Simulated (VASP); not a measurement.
Input of a VASP 6.6.1 run:

Contents of INCAR:

```
PREC = Accurate
ENCUT = 600
EDIFF = 1E-6
ISMEAR = 0
SIGMA = 0.1
LREAL = False
LASPH = True
NELM = 100
ALGO = Normal
ISIF = 3
LWAVE = False
LCHARG = False
GGA = PE
IBRION = 2
NSW = 90
EDIFFG = -0.04
```

The input KPOINTS:

```
regular mesh
0
Gamma
  6 6 6
```

Contents of POSCAR:

```
SiBi
1.0
    1.9107882900      1.1031941300      4.3557080900
   -1.9107882900      1.1031941300      4.3557080900
    0.0000000000     -2.2063882700      4.3557080900
Si Bi
1 1
Direct
    0.5000000000      0.5000000000      0.5000000000
    0.0000000000      0.0000000000      0.0000000000
```

Potentials or basis: VASP PAW PBE potentials, release 64 (Si, Bi_d).

Launch:

```sh
$ cat potpaw_PBE.64/Si/POTCAR potpaw_PBE.64/Bi_d/POTCAR > POTCAR
$ mpirun -np 1 vasp_std > vasp.out
```

Problem. Estimate the band gap on the k mesh.

Solution. Zero (an odd number of electrons rules out a gap without spin polarisation).

Problem. What does it give for the relaxed volume?

Solution. 25.24 Å³/atom.

Stress tensor (GPa, compression positive):
```
 0.15  0.00  0.00
 0.00  0.15  0.00
 0.00  0.00 -0.08
```

Caveat: spin-orbit coupling is left out, which moves the levels of the heavy elements; an odd number of electrons without spin polarisation forces a metal; a magnetic or distorted state may lie lower.
